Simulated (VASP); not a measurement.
# Na3Nb (Pm-3m) in VASP: notebook

The runs below take Na3Nb through single point, with PBE.

Everything below comes from runs of VASP 6.6.1. Logs are shortened: lines on timing, memory, paths and dates and some standing lists are left out, and cuts for length are marked.

## 1. The cell of the first run

Symmetry: Pm-3m, No. 221, cubic system. The conventional cell has a = 4.240 Å, b = 4.240 Å, c = 4.240 Å, α = 90.00°, β = 90.00°, γ = 90.00°. Within 3.9 Å of Na (site symmetry 4/mmm) lie 8 Na at 3.00 Å and 4 Nb at 3.00 Å. Within 3.9 Å of Nb (site symmetry m-3m) lie 12 Na at 3.00 Å.

## 2. Single point, PBE

Input file INCAR:

```
PREC = Accurate
ENCUT = 520
EDIFF = 1E-6
ISMEAR = 0
SIGMA = 0.1
LREAL = False
LASPH = True
NELM = 60
ALGO = Normal
ISIF = 2
LWAVE = False
LCHARG = False
GGA = PE
NBANDS = 25
```

Input file KPOINTS:

```
regular mesh
0
Gamma
  4 4 4
```

Input file POSCAR:

```
Na3Nb
1.0
    4.2402376978      0.0000000000      0.0000000000
    0.0000000000      4.2402376978      0.0000000000
    0.0000000000      0.0000000000      4.2402376978
Na Nb
3 1
Direct
    0.0000000000      0.5000000000      0.5000000000
    0.5000000000      0.0000000000      0.5000000000
    0.5000000000      0.5000000000      0.0000000000
    0.0000000000      0.0000000000      0.0000000000
```

Potentials or basis: VASP PAW PBE potentials, release 64 (Na_pv, Nb_sv).

Command:

```
$ cat potpaw_PBE.64/Na_pv/POTCAR potpaw_PBE.64/Nb_sv/POTCAR > POTCAR
$ mpirun -np 1 vasp_std > vasp.out
```

OUTCAR:

```text
PREC = Accurate
   ENCUT = 520
   EDIFF = 1E-6
   ISMEAR = 0
   LREAL = False
   LASPH = True
   NELM = 60
   ISIF = 2
   GGA = PE

 ion  position               nearest neighbor table
   1  0.000  0.500  0.500-
   2  0.500  0.000  0.500-
   3  0.500  0.500  0.000-
   4  0.000  0.000  0.000-

  LATTYP: Found a simple cubic cell.
 ALAT       =     4.2402376978

  Lattice vectors:

 A1 = (   4.2402376978,   0.0000000000,   0.0000000000)
 A2 = (   0.0000000000,   4.2402376978,   0.0000000000)
 A3 = (   0.0000000000,   0.0000000000,   4.2402376978)

Analysis of symmetry for initial positions (statically):
=====================================================================
 Subroutine PRICEL returns:
 Original cell was already a primitive cell.

 Routine SETGRP: Setting up the symmetry group for a
 simple cubic supercell.

 Subroutine GETGRP returns: Found 48 space group operations
 (whereof 48 operations were pure point group operations)
 out of a pool of 48 trial point group operations.

The static configuration has the point symmetry O_h .

Analysis of symmetry for dynamics (positions and initial velocities):
=====================================================================
 Subroutine PRICEL returns:
 Original cell was already a primitive cell.

 Routine SETGRP: Setting up the symmetry group for a
 simple cubic supercell.

 Subroutine GETGRP returns: Found 48 space group operations
 (whereof 48 operations were pure point group operations)
 out of a pool of 48 trial point group operations.

The dynamic configuration has the point symmetry O_h .

 Subroutine INISYM returns: Found 48 space group operations
 (whereof 48 operations are pure point group operations),
 and found     1 'primitive' translations

----------------------------------------------------------------------------------------

                                     Primitive cell

  volume of cell :      76.2378

  direct lattice vectors                    reciprocal lattice vectors
     4.240237698  0.000000000  0.000000000     0.235835835  0.000000000  0.000000000
     0.000000000  4.240237698  0.000000000     0.000000000  0.235835835  0.000000000
     0.000000000  0.000000000  4.240237698     0.000000000  0.000000000  0.235835835

  length of vectors
     4.240237698  4.240237698  4.240237698     0.235835835  0.235835835  0.235835835

  position of ions in fractional coordinates (direct lattice)
     0.000000000  0.500000000  0.500000000
     0.500000000  0.000000000  0.500000000
     0.500000000  0.500000000  0.000000000
     0.000000000  0.000000000  0.000000000

  ion indices of the primitive-cell ions
   primitive index   ion index
                 1           1
                 2           2
                 3           3
                 4           4

----------------------------------------------------------------------------------------

 KPOINTS: regular mesh

Automatic generation of k-mesh.
 Grid dimensions read from file:
 generate k-points for:    4    4    4

 Generating k-lattice:

  Cartesian coordinates                     Fractional coordinates (reciprocal lattice)
     0.058958959  0.000000000  0.000000000     0.250000000  0.000000000  0.000000000
     0.000000000  0.058958959  0.000000000     0.000000000  0.250000000  0.000000000
     0.000000000  0.000000000  0.058958959     0.000000000  0.000000000  0.250000000

  Length of vectors
     0.058958959  0.058958959  0.058958959

  Shift w.r.t. Gamma in fractional coordinates (k-lattice)
     0.000000000  0.000000000  0.000000000

 Subroutine IBZKPT returns following result:
 ===========================================

 Found     10 irreducible k-points:

 Following reciprocal coordinates:
            Coordinates               Weight
  0.000000  0.000000  0.000000      1.000000
  0.250000  0.000000  0.000000      6.000000
  0.500000  0.000000  0.000000      3.000000
  0.250000  0.250000  0.000000     12.000000
  0.500000  0.250000  0.000000     12.000000
  0.500000  0.500000  0.000000      3.000000
  0.250000  0.250000  0.250000      8.000000
  0.500000  0.250000  0.250000     12.000000
  0.500000  0.500000  0.250000      6.000000
  0.500000  0.500000  0.500000      1.000000
   k-points           NKPTS =     10   k-points in BZ     NKDIM =     10   number of bands    NBANDS=     25
   number of dos      NEDOS =    301   number of ions     NIONS =      4
   total plane-waves  NPLWV =  32768
   dimension x,y,z NGX =    32 NGY =   32 NGZ =   32
   dimension x,y,z NGXF=    64 NGYF=   64 NGZF=   64
   ions per type =               3   1
   NGX,Y,Z   is equivalent  to a cutoff of  12.55, 12.55, 12.55 a.u.
   NGXF,Y,Z  is equivalent  to a cutoff of  25.09, 25.09, 25.09 a.u.
 SYSTEM =  unknown system
   PREC   = accura    normal or accurate (medium, high low for compatibility)
   ISTART =      0    job   : 0-new  1-cont  2-samecut
   ICHARG =      2    charge: 1-file 2-atom 10-const
   ISPIN  =      1    spin polarized calculation?
   LNONCOLLINEAR =      F non collinear calculations
   LSORBIT =      F    spin-orbit coupling
   LASPH  =      T    aspherical Exc in radial PAW
   ENCUT  =  520.0 eV  38.22 Ry    6.18 a.u.   7.88  7.88  7.88*2*pi/ulx,y,z
   NELM   =     60;   NELMIN=  2; NELMDL= -5     # of ELM steps
   EDIFF  = 0.1E-05   stopping-criterion for ELM
   LREAL  =      F    real-space projection
   EDIFFG = 0.1E-04   stopping-criterion for IOM
   NSW    =      0    number of steps for IOM
   IBRION =     -1    ionic relax: 0-MD 1-quasi-New 2-CG
   NFREE  =      0    steps in history (QN), initial steepest desc. (CG)
   ISIF   =      2    stress and relaxation
   ISYM   =      2    0-nonsym 1-usesym 2-fastsym
   POTIM  = 0.5000    time-step for ionic-motion
   TEBEG  =    0.0;   TEEND  =   0.0 temperature during run
   PSTRESS=    0.0 pullay stress
   NELECT =      34.0000    total number of electrons
   NUPDOWN=      -1.0000    fix difference up-down
   EMIN   =  10.00;   EMAX   =-10.00  energy-range for DOS
   EFERMI =   0.00;   METHOD = LEGACY
   ISMEAR =     0;   SIGMA  =   0.10  broadening in eV -4-tet -1-fermi 0-gaus
   EFERMI_NEDOS =   21; number of points for ismear=-14 and -15
   IALGO  =     38    algorithm
   IMIX   =      4    mixing-type and parameters
     AMIX     =   0.40;   BMIX     =  1.00
     AMIX_MAG =   1.60;   BMIX_MAG =  1.00
  volume/ion in A,a.u.               =      19.06       128.62
  Fermi-wavevector in a.u.,A,eV,Ry     =   1.250770  2.363613 21.285317  1.564427
  Thomas-Fermi vector in A             =   2.384749
   LORBIT       =      0    0 simple, 1 ext, 2 COOP (PROOUT), +10 PAW based schemes
   GGA     = PE    functional components
   LHFCALC =     F    Hartree Fock is set to
   AEXX    =    0.0000 exact exchange contribution
   IVDW    =     0    specifies the selected vdW correction
   LEPSILON=     F    determine dielectric tensor
   LRPA    =     F    only Hartree local field effects (RPA)
 non-spin polarized calculation
 Gauss-broadening in eV      SIGMA  =   0.10
  energy-cutoff  :      520.00
  volume of cell :       76.24
 maximum number of plane-waves:      2103
 NGX is ok and might be reduce to    32
   NGX = 15   NGY = 15   NGZ = 15

 number of electron      33.9999982 magnetization

 Free energy of the ion-electron system (eV)
  ---------------------------------------------------
  ext. energy  EPLUGINS =         0.00000000
  ---------------------------------------------------
  free energy    TOTEN  =        -8.46077174 eV

  energy without entropy =       -8.41385048  energy(sigma->0) =       -8.43731111

 E-fermi :   4.3796     XC(G=0):  -9.5363

 val. band max:        4.3356746183   @ k =   0.5000   0.5000   0.0000
 cond. band min:       4.3889397077   @ k =   0.5000   0.2500   0.2500
 fundamental gap:      0.0532650893
 Fermi energy:         4.3796308873

 k-point     1 :       0.0000    0.0000    0.0000
  band No.  band energies     occupation
      1     -50.5032      2.00000
      2     -26.5874      2.00000
      3     -26.5874      2.00000
      4     -26.5874      2.00000
      5     -19.4824      2.00000
      6     -19.4824      2.00000
[... 17 lines left out ...]
     24      13.2217      0.00000
     25      13.2217      0.00000

 k-point     2 :       0.2500    0.0000    0.0000
  band No.  band energies     occupation
      1     -50.5029      2.00000
      2     -26.5933      2.00000
      3     -26.5860      2.00000
      4     -26.5860      2.00000
      5     -19.4683      2.00000
      6     -19.4683      2.00000
[... 17 lines left out ...]
     24      13.1807      0.00000
     25      13.4815      0.00000

 k-point     3 :       0.5000    0.0000    0.0000
  band No.  band energies     occupation
      1     -50.5027      2.00000
      2     -26.5993      2.00000
      3     -26.5846      2.00000
      4     -26.5846      2.00000
      5     -19.4511      2.00000
      6     -19.4511      2.00000
[... 17 lines left out ...]
     24      12.0045      0.00000
     25      12.0045      0.00000

 k-point     4 :       0.2500    0.2500    0.0000
  band No.  band energies     occupation
      1     -50.5027      2.00000
      2     -26.5940      2.00000
      3     -26.5920      2.00000
      4     -26.5847      2.00000
      5     -19.4884      2.00000
      6     -19.4523      2.00000
[... 17 lines left out ...]
     24      12.2937      0.00000
     25      12.6437      0.00000

 k-point     5 :       0.5000    0.2500    0.0000
  band No.  band energies     occupation
      1     -50.5025      2.00000
      2     -26.6000      2.00000
      3     -26.5926      2.00000
      4     -26.5834      2.00000
      5     -19.4829      2.00000
      6     -19.4316      2.00000
[... 17 lines left out ...]
     24      11.4608      0.00000
     25      11.9708      0.00000

 k-point     6 :       0.5000    0.5000    0.0000
  band No.  band energies     occupation
      1     -50.5023      2.00000
      2     -26.6006      2.00000
      3     -26.6006      2.00000
      4     -26.5821      2.00000
      5     -19.5016      2.00000
      6     -19.4445      2.00000
[... 17 lines left out ...]
     24      11.5338      0.00000
     25      12.3841      0.00000

 k-point     7 :       0.2500    0.2500    0.2500
  band No.  band energies     occupation
      1     -50.5025      2.00000
      2     -26.5936      2.00000
      3     -26.5936      2.00000
      4     -26.5907      2.00000
      5     -19.5203      2.00000
      6     -19.4072      2.00000
[... 17 lines left out ...]
     24      12.0347      0.00000
     25      12.0348      0.00000

 k-point     8 :       0.5000    0.2500    0.2500
  band No.  band energies     occupation
      1     -50.5023      2.00000
      2     -26.6006      2.00000
      3     -26.5933      2.00000
      4     -26.5914      2.00000
      5     -19.5306      2.00000
      6     -19.4185      2.00000
[... 17 lines left out ...]
     24      10.9166      0.00000
     25      11.7918      0.00000

 k-point     9 :       0.5000    0.5000    0.2500
  band No.  band energies     occupation
      1     -50.5020      2.00000
      2     -26.6013      2.00000
      3     -26.6013      2.00000
      4     -26.5921      2.00000
      5     -19.5566      2.00000
      6     -19.4373      2.00000
[... 17 lines left out ...]
     24      10.7156      0.00000
     25      11.3777      0.00000

 k-point    10 :       0.5000    0.5000    0.5000
  band No.  band energies     occupation
      1     -50.5018      2.00000
      2     -26.6020      2.00000
      3     -26.6020      2.00000
      4     -26.6020      2.00000
      5     -19.5917      2.00000
      6     -19.4301      2.00000
[... 17 lines left out ...]
     24      10.5931      0.00000
     25      10.5931      0.00000

------------------------ aborting loop because EDIFF is reached ----------------------------------------

  FORCE on cell =-STRESS in cart. coord.  units (eV):
  Direction    XX          YY          ZZ          XY          YZ          ZX
  --------------------------------------------------------------------------------------
  -------------------------------------------------------------------------------------
  Total        6.5727475      6.5727475      6.5727475      0.0000000      0.0000000      0.0000000
  in kB      138.1296528    138.1296528    138.1296528      0.0000000      0.0000000      0.0000000
  external PRESSURE =     138.1296528 kB  Pullay stress =       0.0000000 kB

 VOLUME and BASIS-vectors are now :
 -----------------------------------------------------------------------------
  energy-cutoff  :      520.00
  volume of cell :       76.24
      direct lattice vectors                 reciprocal lattice vectors
     4.240237698  0.000000000  0.000000000     0.235835835  0.000000000  0.000000000
     0.000000000  4.240237698  0.000000000     0.000000000  0.235835835  0.000000000
     0.000000000  0.000000000  4.240237698     0.000000000  0.000000000  0.235835835

 POSITION                                       TOTAL-FORCE (eV/Angst)
 -----------------------------------------------------------------------------------
      0.00000      2.12012      2.12012         0.000000      0.000000      0.000000
      2.12012      0.00000      2.12012         0.000000      0.000000      0.000000
      2.12012      2.12012      0.00000         0.000000      0.000000      0.000000
      0.00000      0.00000      0.00000         0.000000      0.000000      0.000000
 -----------------------------------------------------------------------------------
    total drift:                                0.000000     -0.000000     -0.000000

  FREE ENERGIE OF THE ION-ELECTRON SYSTEM (eV)
  ---------------------------------------------------
  free  energy   TOTEN  =        -8.4607717357 eV

  energy  without entropy=       -8.4138504825  energy(sigma->0) =       -8.43731111
```

It took 5.7 s on 1 thread of Intel Xeon 6975P-C (Granite Rapids), shared host; peak memory 0.16 GiB.

Results:

```yaml
Free_energy: -8.4608 eV
Pressure: 13.8 GPa
Band_gap_on_the_k_mesh: zero (band 17 reaches 5.66 eV, above the bottom of band 18 at 4.39 eV)
```

Levels at points of the mesh, in eV from the Fermi level:
| k point | band 14 | band 15 | band 16 | band 17 | band 18 | band 19 | band 20 | band 21 |
| --- | --- | --- | --- | --- | --- | --- | --- | --- |
| (0.00, 0.00, 0.00) | -4.70 | -1.02 | -1.02 | 0.53 | 0.53 | 0.53 | 3.57 | 3.57 |
| (0.50, 0.00, 0.00) | -2.90 | -2.02 | -0.76 | 0.02 | 0.02 | 0.64 | 1.31 | 4.62 |
| (0.50, 0.50, 0.00) | -1.66 | -1.47 | -0.04 | -0.04 | 0.18 | 0.18 | 1.29 | 1.42 |
| (0.50, 0.50, 0.50) | -1.00 | -1.00 | -1.00 | 1.28 | 1.28 | 1.46 | 1.46 | 1.46 |

Caveat: the k points lie up to 0.37 Å⁻¹ apart.

(Part 1 of 2 ends here.)
